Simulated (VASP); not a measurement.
# Te2Mo (R3m) in VASP: a series of runs, part 2 of 2

VASP 6.6.1.

**3. Single point, r2SCAN**

File POSCAR:

```
Te2Mo
1.0
    1.7734078921      1.0238775239      7.1041366288
   -1.7734078921      1.0238775239      7.1041366288
    0.0000000000     -2.0477550478      7.1041366288
Mo Te
1 2
Direct
   -0.0000368534     -0.0000368534     -0.0000368534
    0.4174226673      0.4174226673      0.4174226673
    0.2492808528      0.2492808528      0.2492808528
```

File INCAR.step1:

```
SYSTEM = Te2Mo
ALGO     = Normal         ! electronic algorithm
EDIFF    = 1E-4           ! SCF threshold, eV
ENCUT    = 520            ! plane-wave cutoff, eV
GGA      = PE             ! functional
ISMEAR   = 0              ! smearing method
LASPH    = .True.         ! aspherical terms in the spheres
LCHARG   = .False.        ! write CHGCAR
LREAL    = .False.        ! projectors in reciprocal space
LWAVE    = .True.         ! write WAVECAR
NBANDS   = 20             ! bands
NELM     = 80             ! most SCF steps
PREC     = Accurate       ! precision mode
SIGMA    = 0.01           ! smearing width, eV
```

File INCAR.step2:

```
SYSTEM = Te2Mo
ALGO     = Normal         ! electronic algorithm
EDIFF    = 1E-6           ! SCF threshold, eV
ENCUT    = 520            ! plane-wave cutoff, eV
ISIF     = 2              ! what is computed and relaxed
ISMEAR   = 0              ! smearing method
ISTART   = 1            
LASPH    = .True.         ! aspherical terms in the spheres
LCHARG   = .False.        ! write CHGCAR
LMIXTAU  = .True.       
LREAL    = .False.        ! projectors in reciprocal space
LWAVE    = .False.        ! write WAVECAR
METAGGA  = R2SCAN         ! meta-GGA
NBANDS   = 20             ! bands
NELM     = 80             ! most SCF steps
PREC     = Accurate       ! precision mode
SIGMA    = 0.01           ! smearing width, eV
```

File KPOINTS:

```
k-points
0
Gamma
  8 8 8
  0 0 0
```

Potentials or basis: VASP PAW PBE potentials, release 64 (Mo_sv, Te).

On the command line:

```
$ cat potpaw_PBE.64/Mo_sv/POTCAR potpaw_PBE.64/Te/POTCAR > POTCAR
$ cp INCAR.step1 INCAR
$ mpirun -np 1 vasp_std > vasp.out
$ cp INCAR.step2 INCAR
$ mpirun -np 1 vasp_std > vasp.out
```

OUTCAR:

```text
SYSTEM = Te2Mo
   EDIFF = 1E-6
   ENCUT = 520
   ISIF = 2
   ISMEAR = 0
   ISTART = 1
   LASPH = .True.
   LREAL = .False.
   METAGGA = R2SCAN
   NELM = 80
   PREC = Accurate

 ion  position               nearest neighbor table
   1  1.000  1.000  1.000-   3 2.72   3 2.72   3 2.72   2 2.72   2 2.72   2 2.72
   2  0.417  0.417  0.417-   1 2.72   1 2.72   1 2.72   3 3.58
   3  0.249  0.249  0.249-   1 2.72   1 2.72   1 2.72   2 3.58

  LATTYP: Found a trigonal (rhomboedric) cell.
 ALAT       =     7.3933793340
 COS(alpha) =     0.8849302178

  Lattice vectors:

 A1 = (   1.7734078921,   1.0238775239,   7.1041366288)
 A2 = (  -1.7734078921,   1.0238775239,   7.1041366288)
 A3 = (   0.0000000000,  -2.0477550478,   7.1041366288)

Analysis of symmetry for initial positions (statically):
=====================================================================
 Subroutine PRICEL returns:
 Original cell was already a primitive cell.

 Routine SETGRP: Setting up the symmetry group for a
 trigonal (rhombohedral) supercell.

 Subroutine GETGRP returns: Found  6 space group operations
 (whereof  6 operations were pure point group operations)
 out of a pool of 12 trial point group operations.

The static configuration has the point symmetry C_3v.

Analysis of symmetry for dynamics (positions and initial velocities):
=====================================================================
 Subroutine PRICEL returns:
 Original cell was already a primitive cell.

 Routine SETGRP: Setting up the symmetry group for a
 trigonal (rhombohedral) supercell.

 Subroutine GETGRP returns: Found  6 space group operations
 (whereof  6 operations were pure point group operations)
 out of a pool of 12 trial point group operations.

The dynamic configuration has the point symmetry C_3v.

 Subroutine INISYM returns: Found  6 space group operations
 (whereof  6 operations are pure point group operations),
 and found     1 'primitive' translations

----------------------------------------------------------------------------------------

                                     Primitive cell

  volume of cell :      77.3961

  direct lattice vectors                    reciprocal lattice vectors
     1.773407892  1.023877524  7.104136629     0.281943033  0.162779886  0.046921020
    -1.773407892  1.023877524  7.104136629    -0.281943033  0.162779886  0.046921020
     0.000000000 -2.047755048  7.104136629     0.000000000 -0.325559772  0.046921020

  length of vectors
     7.393379334  7.393379334  7.393379334     0.328923619  0.328923619  0.328923619

  position of ions in fractional coordinates (direct lattice)
     0.999963147  0.999963147  0.999963147
     0.417422667  0.417422667  0.417422667
     0.249280853  0.249280853  0.249280853

  ion indices of the primitive-cell ions
   primitive index   ion index
                 1           1
                 2           2
                 3           3

----------------------------------------------------------------------------------------

 KPOINTS: k-points

Automatic generation of k-mesh.
 Grid dimensions read from file:
 generate k-points for:    8    8    8

 Generating k-lattice:

  Cartesian coordinates                     Fractional coordinates (reciprocal lattice)
     0.035242879  0.020347486  0.005865127     0.125000000  0.000000000 -0.000000000
    -0.035242879  0.020347486  0.005865127     0.000000000  0.125000000 -0.000000000
     0.000000000 -0.040694972  0.005865127    -0.000000000 -0.000000000  0.125000000

  Length of vectors
     0.041115452  0.041115452  0.041115452

  Shift w.r.t. Gamma in fractional coordinates (k-lattice)
     0.000000000  0.000000000  0.000000000

 Subroutine IBZKPT returns following result:
 ===========================================

 Found     65 irreducible k-points:

 Following reciprocal coordinates:
            Coordinates               Weight
  0.000000  0.000000  0.000000      1.000000
  0.125000  0.000000  0.000000      6.000000
  0.250000  0.000000  0.000000      6.000000
  0.375000  0.000000  0.000000      6.000000
  0.500000  0.000000  0.000000      3.000000
  0.125000  0.125000  0.000000      6.000000
[... 16 lines left out ...]
  0.250000  0.125000  0.125000      6.000000
  0.375000  0.125000  0.125000      6.000000
 [... further k-points ...]
   k-points           NKPTS =     65   k-points in BZ     NKDIM =     65   number of bands    NBANDS=     20
   number of dos      NEDOS =    301   number of ions     NIONS =      3
   total plane-waves  NPLWV = 175616
   dimension x,y,z NGX =    56 NGY =   56 NGZ =   56
   dimension x,y,z NGXF=   112 NGYF=  112 NGZF=  112
   ions per type =               1   2
   NGX,Y,Z   is equivalent  to a cutoff of  12.59, 12.59, 12.59 a.u.
   NGXF,Y,Z  is equivalent  to a cutoff of  25.18, 25.18, 25.18 a.u.
 SYSTEM =  Te2Mo
   PREC   = accura    normal or accurate (medium, high low for compatibility)
   ISTART =      1    job   : 0-new  1-cont  2-samecut
   ICHARG =      0    charge: 1-file 2-atom 10-const
   ISPIN  =      1    spin polarized calculation?
   LNONCOLLINEAR =      F non collinear calculations
   LSORBIT =      F    spin-orbit coupling
   LASPH  =      T    aspherical Exc in radial PAW
   ENCUT  =  520.0 eV  38.22 Ry    6.18 a.u.  13.75 13.75 13.75*2*pi/ulx,y,z
   NELM   =     80;   NELMIN=  2; NELMDL=  0     # of ELM steps
   EDIFF  = 0.1E-05   stopping-criterion for ELM
   LREAL  =      F    real-space projection
   EDIFFG = 0.1E-04   stopping-criterion for IOM
   NSW    =      0    number of steps for IOM
   IBRION =     -1    ionic relax: 0-MD 1-quasi-New 2-CG
   NFREE  =      0    steps in history (QN), initial steepest desc. (CG)
   ISIF   =      2    stress and relaxation
   ISYM   =      2    0-nonsym 1-usesym 2-fastsym
   POTIM  = 0.5000    time-step for ionic-motion
   TEBEG  =    0.0;   TEEND  =   0.0 temperature during run
   PSTRESS=    0.0 pullay stress
   NELECT =      26.0000    total number of electrons
   NUPDOWN=      -1.0000    fix difference up-down
   EMIN   =  10.00;   EMAX   =-10.00  energy-range for DOS
   EFERMI =   0.00;   METHOD = LEGACY
   ISMEAR =     0;   SIGMA  =   0.01  broadening in eV -4-tet -1-fermi 0-gaus
   EFERMI_NEDOS =   21; number of points for ismear=-14 and -15
   IALGO  =     38    algorithm
   IMIX   =      4    mixing-type and parameters
     AMIX     =   0.40;   BMIX     =  1.00
     AMIX_MAG =   1.60;   BMIX_MAG =  1.00
  volume/ion in A,a.u.               =      25.80       174.10
  Fermi-wavevector in a.u.,A,eV,Ry     =   1.138045  2.150594 17.621546  1.295147
  Thomas-Fermi vector in A             =   2.274750
   LORBIT       =      0    0 simple, 1 ext, 2 COOP (PROOUT), +10 PAW based schemes
   METAGGA = R2SCAN    functional components
   LHFCALC =     F    Hartree Fock is set to
   AEXX    =    0.0000 exact exchange contribution
   IVDW    =     0    specifies the selected vdW correction
   LEPSILON=     F    determine dielectric tensor
   LRPA    =     F    only Hartree local field effects (RPA)
 non-spin polarized calculation
 Gauss-broadening in eV      SIGMA  =   0.01
  energy-cutoff  :      520.00
  volume of cell :       77.40
 maximum number of plane-waves:      2120
   NGX = 27   NGY = 27   NGZ = 27

 number of electron      26.0000000 magnetization

 Free energy of the ion-electron system (eV)
  ---------------------------------------------------
  ext. energy  EPLUGINS =         0.00000000
  ---------------------------------------------------
  free energy    TOTEN  =       -77.81011965 eV

  energy without entropy =      -77.81011965  energy(sigma->0) =      -77.81011965

 E-fermi :   7.8435     XC(G=0): -10.8181

 val. band max:        7.6463226049   @ k =   0.5000   0.5000   0.5000
 cond. band min:       8.6656896347   @ k =  -0.2500   0.1250   0.0000
 fundamental gap:      1.0193670298
 Fermi energy:         7.8434941758

 k-point     1 :       0.0000    0.0000    0.0000
  band No.  band energies     occupation
      1     -55.1505      2.00000
      2     -28.5812      2.00000
      3     -28.4788      2.00000
      4     -28.4788      2.00000
      5      -5.8315      2.00000
      6      -4.4490      2.00000
[... 12 lines left out ...]
     19      15.0876      0.00000
[... 513 lines left out ...]
      4     -28.4941      2.00000
      5      -4.9173      2.00000
      6      -4.0173      2.00000
[... 12 lines left out ...]
     19      14.9958      0.00000
     20      15.2219      0.00000

 [... further k-points ...]

------------------------ aborting loop because EDIFF is reached ----------------------------------------

  FORCE on cell =-STRESS in cart. coord.  units (eV):
  Direction    XX          YY          ZZ          XY          YZ          ZX
  --------------------------------------------------------------------------------------
  -------------------------------------------------------------------------------------
  Total        0.6196845      0.6196845      0.6274801      0.0000000      0.0000000     -0.0000000
  in kB       12.8280903     12.8280903     12.9894666      0.0000000      0.0000000     -0.0000000
  external PRESSURE =      12.8818824 kB  Pullay stress =       0.0000000 kB

 VOLUME and BASIS-vectors are now :
 -----------------------------------------------------------------------------
  energy-cutoff  :      520.00
  volume of cell :       77.40
      direct lattice vectors                 reciprocal lattice vectors
     1.773407892  1.023877524  7.104136629     0.281943033  0.162779886  0.046921020
    -1.773407892  1.023877524  7.104136629    -0.281943033  0.162779886  0.046921020
     0.000000000 -2.047755048  7.104136629     0.000000000 -0.325559772  0.046921020

 POSITION                                       TOTAL-FORCE (eV/Angst)
 -----------------------------------------------------------------------------------
      0.00000      0.00000     21.31162         0.000000      0.000000      0.001853
      0.00000      0.00000      8.89628         0.000000      0.000000     -0.006390
      0.00000      0.00000      5.31278         0.000000     -0.000000      0.004537
 -----------------------------------------------------------------------------------
    total drift:                               -0.000000      0.000000      0.000281

  FREE ENERGIE OF THE ION-ELECTRON SYSTEM (eV)
  ---------------------------------------------------
  free  energy   TOTEN  =       -77.8101196485 eV

  energy  without entropy=      -77.8101196485  energy(sigma->0) =      -77.81011965
```

It took 17 min on 1 thread of Intel Xeon Platinum 8375C at 2.90GHz (Ice Lake), shared host; peak memory 0.51 GiB.

What came out:

```
Free energy            : -77.8101 eV
Pressure               : 1.3 GPa
Largest force          : 0.006 eV/Å
Band gap on the k mesh : 1.02 eV, indirect (least direct gap 1.36 eV)
```

Forces on the atoms (eV/Å):
```
Mo   0.000  0.000  0.002
Te   0.000  0.000 -0.006
Te   0.000  0.000  0.005
```

Caveat: the PAW data sets were made with another functional, which shifts forces and pressure a little; spin-orbit coupling is left out, which moves the levels of the heavy elements.
